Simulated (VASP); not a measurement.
# P (Im-3m) in VASP: further runs

The runs below take P through single point, with PBEsol.

Program: VASP 6.6.1. These are calculated values, not measurements. Logs are shortened: lines on timing, memory, paths and dates and some standing lists are left out, and cuts for length are marked.

## (1) The cell of the first run

The structure is cubic, space group Im-3m (No. 229). Conventional cell: a = 2.931 Å, b = 2.931 Å, c = 2.931 Å, α = 90.00°, β = 90.00°, γ = 90.00°. P (site symmetry m-3m) has 14 P at 2.54 to 2.93 Å within 3.4 Å.

## (2) Single point, PBEsol (volume scaled by 0.92)

The input, INCAR:

```
SYSTEM = P
ALGO = Normal ; EDIFF = 1E-7
ENCUT = 520 ; GGA = PS
ISIF = 2 ; ISMEAR = -1
LASPH = .True. ; LCHARG = .True.
LELF = .True. ; LREAL = .False.
LVHAR = .True. ; LWAVE = .False.
NBANDS = 8 ; NELM = 60
PREC = Accurate ; SIGMA = 0.1
```

The input, KPOINTS:

```
k-points
0
Gamma
  16 16 16
  0 0 0
```

The input, POSCAR:

```
P
1.0
   -1.4657266451      1.4657266451      1.4657266451
    1.4657266451     -1.4657266451      1.4657266451
    1.4657266451      1.4657266451     -1.4657266451
P
1
Direct
    0.0000000000      0.0000000000      0.0000000000
```

Potentials or basis: VASP PAW PBE potentials, release 64 (P).

Started as:

```console
$ cat potpaw_PBE.64/P/POTCAR > POTCAR
$ mpirun -np 1 vasp_std > vasp.out
```

OUTCAR:

```text
SYSTEM = P
   EDIFF = 1E-7
   ENCUT = 520
   GGA = PS
   ISIF = 2
   ISMEAR = -1
   LASPH = .True.
   LREAL = .False.
   NELM = 60
   PREC = Accurate

 ion  position               nearest neighbor table
   1  0.000  0.000  0.000-

  LATTYP: Found a body centered cubic cell.
 ALAT       =     2.9314532902

  Lattice vectors:

 A1 = (  -1.4657266451,   1.4657266451,   1.4657266451)
 A2 = (   1.4657266451,  -1.4657266451,   1.4657266451)
 A3 = (   1.4657266451,   1.4657266451,  -1.4657266451)

Analysis of symmetry for initial positions (statically):
=====================================================================
 Subroutine PRICEL returns:
 Original cell was already a primitive cell.

 Routine SETGRP: Setting up the symmetry group for a
 body centered cubic supercell.

 Subroutine GETGRP returns: Found 48 space group operations
 (whereof 48 operations were pure point group operations)
 out of a pool of 48 trial point group operations.

The static configuration has the point symmetry O_h .

Analysis of symmetry for dynamics (positions and initial velocities):
=====================================================================
 Subroutine PRICEL returns:
 Original cell was already a primitive cell.

 Routine SETGRP: Setting up the symmetry group for a
 body centered cubic supercell.

 Subroutine GETGRP returns: Found 48 space group operations
 (whereof 48 operations were pure point group operations)
 out of a pool of 48 trial point group operations.

The dynamic configuration has the point symmetry O_h .

 Subroutine INISYM returns: Found 48 space group operations
 (whereof 48 operations are pure point group operations),
 and found     1 'primitive' translations

----------------------------------------------------------------------------------------

                                     Primitive cell

  volume of cell :      12.5956

  direct lattice vectors                    reciprocal lattice vectors
    -1.465726645  1.465726645  1.465726645     0.000000000  0.341127728  0.341127728
     1.465726645 -1.465726645  1.465726645     0.341127728  0.000000000  0.341127728
     1.465726645  1.465726645 -1.465726645     0.341127728  0.341127728  0.000000000

  length of vectors
     2.538713019  2.538713019  2.538713019     0.482427459  0.482427459  0.482427459

  position of ions in fractional coordinates (direct lattice)
     0.000000000  0.000000000  0.000000000

  ion indices of the primitive-cell ions
   primitive index   ion index
                 1           1

----------------------------------------------------------------------------------------

 KPOINTS: k-points

Automatic generation of k-mesh.
 Grid dimensions read from file:
 generate k-points for:   16   16   16

 Generating k-lattice:

  Cartesian coordinates                     Fractional coordinates (reciprocal lattice)
     0.000000000  0.021320483  0.021320483     0.062500000  0.000000000  0.000000000
     0.021320483  0.000000000  0.021320483     0.000000000  0.062500000  0.000000000
     0.021320483  0.021320483  0.000000000     0.000000000  0.000000000  0.062500000

  Length of vectors
     0.030151716  0.030151716  0.030151716

  Shift w.r.t. Gamma in fractional coordinates (k-lattice)
     0.000000000  0.000000000  0.000000000

 Subroutine IBZKPT returns following result:
 ===========================================

 Found    145 irreducible k-points:

 Following reciprocal coordinates:
            Coordinates               Weight
  0.000000  0.000000  0.000000      1.000000
  0.062500  0.000000  0.000000     12.000000
  0.125000  0.000000  0.000000     12.000000
  0.187500  0.000000  0.000000     12.000000
  0.250000  0.000000  0.000000     12.000000
  0.312500  0.000000  0.000000     12.000000
[... 16 lines left out ...]
  0.187500  0.187500  0.000000     24.000000
  0.250000  0.187500  0.000000     48.000000
 [... further k-points ...]
   k-points           NKPTS =    145   k-points in BZ     NKDIM =    145   number of bands    NBANDS=      8
   number of dos      NEDOS =    301   number of ions     NIONS =      1
   total plane-waves  NPLWV =   8000
   dimension x,y,z NGX =    20 NGY =   20 NGZ =   20
   dimension x,y,z NGXF=    40 NGYF=   40 NGZF=   40
   ions per type =               1
   NGX,Y,Z   is equivalent  to a cutoff of  13.10, 13.10, 13.10 a.u.
   NGXF,Y,Z  is equivalent  to a cutoff of  26.19, 26.19, 26.19 a.u.
 SYSTEM =  P
   PREC   = accura    normal or accurate (medium, high low for compatibility)
   ISTART =      0    job   : 0-new  1-cont  2-samecut
   ICHARG =      2    charge: 1-file 2-atom 10-const
   ISPIN  =      1    spin polarized calculation?
   LNONCOLLINEAR =      F non collinear calculations
   LSORBIT =      F    spin-orbit coupling
   LASPH  =      T    aspherical Exc in radial PAW
   ENCUT  =  520.0 eV  38.22 Ry    6.18 a.u.   4.72  4.72  4.72*2*pi/ulx,y,z
   NELM   =     60;   NELMIN=  2; NELMDL= -5     # of ELM steps
   EDIFF  = 0.1E-06   stopping-criterion for ELM
   LREAL  =      F    real-space projection
   EDIFFG = 0.1E-05   stopping-criterion for IOM
   NSW    =      0    number of steps for IOM
   IBRION =     -1    ionic relax: 0-MD 1-quasi-New 2-CG
   NFREE  =      0    steps in history (QN), initial steepest desc. (CG)
   ISIF   =      2    stress and relaxation
   ISYM   =      2    0-nonsym 1-usesym 2-fastsym
   POTIM  = 0.5000    time-step for ionic-motion
   TEBEG  =    0.0;   TEEND  =   0.0 temperature during run
   PSTRESS=    0.0 pullay stress
   NELECT =       5.0000    total number of electrons
   NUPDOWN=      -1.0000    fix difference up-down
   EMIN   =  10.00;   EMAX   =-10.00  energy-range for DOS
   EFERMI =   0.00;   METHOD = LEGACY
   ISMEAR =    -1;   SIGMA  =   0.10  broadening in eV -4-tet -1-fermi 0-gaus
   EFERMI_NEDOS =   21; number of points for ismear=-14 and -15
   IALGO  =     38    algorithm
   IMIX   =      4    mixing-type and parameters
     AMIX     =   0.40;   BMIX     =  1.00
     AMIX_MAG =   1.60;   BMIX_MAG =  1.00
  volume/ion in A,a.u.               =      12.60        85.00
  Fermi-wavevector in a.u.,A,eV,Ry     =   1.203165  2.273652 19.695875  1.447606
  Thomas-Fermi vector in A             =   2.338926
   LORBIT       =      0    0 simple, 1 ext, 2 COOP (PROOUT), +10 PAW based schemes
   GGA     = PS    functional components
   LHFCALC =     F    Hartree Fock is set to
   AEXX    =    0.0000 exact exchange contribution
   IVDW    =     0    specifies the selected vdW correction
   LEPSILON=     F    determine dielectric tensor
   LRPA    =     F    only Hartree local field effects (RPA)
 non-spin polarized calculation
  energy-cutoff  :      520.00
  volume of cell :       12.60
 maximum number of plane-waves:       370
   NGX =  9   NGY =  9   NGZ =  9

 number of electron       5.0000000 magnetization

 Free energy of the ion-electron system (eV)
  ---------------------------------------------------
  ext. energy  EPLUGINS =         0.00000000
  ---------------------------------------------------
  free energy    TOTEN  =        -5.19121445 eV

  energy without entropy =       -5.17463919  energy(sigma->0) =       -5.18292682

 E-fermi :  11.8375     XC(G=0): -12.1715

 val. band max:       11.8319563493   @ k =  -0.2500   0.3750   0.0625
 cond. band min:      11.8636093869   @ k =  -0.4375   0.4375   0.1875
 fundamental gap:      0.0316530377
 Fermi energy:        11.8374827055

 k-point     1 :       0.0000    0.0000    0.0000
  band No.  band energies     occupation
      1      -5.9967      2.00000
      2      20.2682      0.00000
      3      20.2682      0.00000
      4      20.2682      0.00000
      5      24.1867      0.00000
      6      24.1867      0.00000
      7      24.1867      0.00000
      8      28.4138      0.00000

 k-point     2 :       0.0625    0.0000    0.0000
  band No.  band energies     occupation
      1      -5.8677      2.00000
      2      19.2855      0.00000
      3      19.6593      0.00000
      4      20.1637      0.00000
      5      23.7982      0.00000
      6      24.4537      0.00000
      7      25.0198      0.00000
      8      27.5756      0.00000

 k-point     3 :       0.1250    0.0000    0.0000
  band No.  band energies     occupation
      1      -5.4810      2.00000
      2      17.0988      0.00000
      3      18.5289      0.00000
      4      19.8667      0.00000
      5      22.8946      0.00000
      6      24.2683      0.00000
      7      26.8199      0.00000
      8      27.1173      0.00000

 k-point     4 :       0.1875    0.0000    0.0000
  band No.  band energies     occupation
      1      -4.8383      2.00000
      2      14.4788      0.00000
      3      17.4194      0.00000
      4      19.4309      0.00000
      5      21.8576      0.00000
      6      23.3400      0.00000
      7      27.7285      0.00000
      8      28.1713      0.00000

 k-point     5 :       0.2500    0.0000    0.0000
  band No.  band energies     occupation
      1      -3.9426      2.00000
      2      11.7701      1.32450
      3      16.4674      0.00000
      4      18.9395      0.00000
      5      20.8955      0.00000
      6      22.3803      0.00000
      7      28.6090      0.00000
      8      28.7076      0.00000
[... 177 lines left out ...]
 k-point    22 :       0.4375    0.1250    0.0000
  band No.  band energies     occupation
      1       1.8096      2.00000
      2       3.2632      2.00000
      3      12.1005      0.13447
      4      15.9087      0.00000
      5      21.0324      0.00000
      6      23.7752      0.00000
      7      30.7854      0.00000
      8      30.8769      0.00000

 k-point    23 :       0.1875    0.1875    0.0000
  band No.  band energies     occupation
      1      -2.5452      2.00000
      2      10.6198      1.99999
      3      11.9082      0.66041
      4      16.6860      0.00000
      5      22.5782      0.00000
      6      24.2802      0.00000
      7      28.3523      0.00000
      8      29.9868      0.00000

 k-point    24 :       0.2500    0.1875    0.0000
  band No.  band energies     occupation
      1      -1.2889      2.00000
      2       8.5318      2.00000
      3      10.7631      1.99996
      4      16.0981      0.00000
      5      22.5043      0.00000
      6      24.6266      0.00000
      7      28.8049      0.00000
      8      31.0819      0.00000

 [... further k-points ...]
[... 5 lines left out ...]
  --------------------------------------------------------------------------------------
  -------------------------------------------------------------------------------------
  Total        0.8368773      0.8368773      0.8368773     -0.0000000      0.0000000      0.0000000
  in kB      106.4519045    106.4519045    106.4519045     -0.0000000      0.0000000      0.0000000
  external PRESSURE =     106.4519045 kB  Pullay stress =       0.0000000 kB

 VOLUME and BASIS-vectors are now :
 -----------------------------------------------------------------------------
  energy-cutoff  :      520.00
  volume of cell :       12.60
      direct lattice vectors                 reciprocal lattice vectors
    -1.465726645  1.465726645  1.465726645     0.000000000  0.341127728  0.341127728
     1.465726645 -1.465726645  1.465726645     0.341127728  0.000000000  0.341127728
     1.465726645  1.465726645 -1.465726645     0.341127728  0.341127728  0.000000000

 POSITION                                       TOTAL-FORCE (eV/Angst)
 -----------------------------------------------------------------------------------
      0.00000      0.00000      0.00000        -0.000000     -0.000000      0.000000
 -----------------------------------------------------------------------------------
    total drift:                                0.000000      0.000000     -0.000000

  FREE ENERGIE OF THE ION-ELECTRON SYSTEM (eV)
  ---------------------------------------------------
  free  energy   TOTEN  =        -5.1912144462 eV

  energy  without entropy=       -5.1746391922  energy(sigma->0) =       -5.18292682
```

It took 7.3 s on 1 thread of Intel Xeon Platinum 8488C (Sapphire Rapids), shared host; peak memory 0.12 GiB.

What came out:

* Free energy: -5.1912 eV
* Pressure: 10.6 GPa

Levels at points of the mesh, in eV from the Fermi level:
| k point | band 1 | band 2 | band 3 | band 4 | band 5 | band 6 | band 7 | band 8 |
| --- | --- | --- | --- | --- | --- | --- | --- | --- |
| (0.00, 0.00, 0.00) | -17.83 | 8.43 | 8.43 | 8.43 | 12.35 | 12.35 | 12.35 | 16.58 |
| (0.50, 0.00, 0.00) | -10.39 | -8.94 | 2.89 | 5.95 | 7.20 | 8.71 | 20.58 | 20.80 |
| (0.50, 0.50, 0.50) | -3.20 | -2.94 | -2.94 | -2.94 | 1.69 | 1.69 | 25.21 | 25.21 |

Caveat: the PAW data sets were made with another functional, which shifts forces and pressure a little.

## (3) Single point, PBEsol (volume scaled by 0.96)

The input, INCAR:

```
SYSTEM = P
PREC = Accurate
ENCUT = 520
EDIFF = 1E-6
ISMEAR = -1
SIGMA = 0.1
LREAL = .FALSE.
LASPH = .TRUE.
NELM = 100
ALGO = Normal
ISIF = 2
LWAVE = .FALSE.
LCHARG = .FALSE.
GGA = PS
NBANDS = 8
```

The input, KPOINTS:

```
regular mesh
0
G
  16 16 16
  0 0 0
```

The input, POSCAR:

```
P
1.0
   -1.4866684265      1.4866684265      1.4866684265
    1.4866684265     -1.4866684265      1.4866684265
    1.4866684265      1.4866684265     -1.4866684265
P
1
Direct
    0.0000000000      0.0000000000      0.0000000000
```

Potentials or basis: VASP PAW PBE potentials, release 64 (P).

Started as:

```console
$ cat potpaw_PBE.64/P/POTCAR > POTCAR
$ mpirun -np 1 vasp_std > vasp.out
```

It took 6.1 s on 1 thread of Intel Xeon Platinum 8488C (Sapphire Rapids), shared host; peak memory 0.12 GiB.

The run converged. Its results:

| Quantity | Value |
| --- | --- |
| Free energy | -5.2173 eV |
| Pressure | 4.7 GPa |

Levels at points of the mesh, in eV from the Fermi level:
```csv
k point,band 1,band 2,band 3,band 4,band 5,band 6
"(0.00, 0.00, 0.00)",-17.34,7.97,7.97,7.97,12.23,12.23
"(0.50, 0.00, 0.00)",-10.24,-8.58,2.73,5.70,7.25,8.52
"(0.50, 0.50, 0.50)",-3.56,-2.83,-2.83,-2.83,1.92,1.92
```

Caveat: the PAW data sets were made with another functional, which shifts forces and pressure a little.
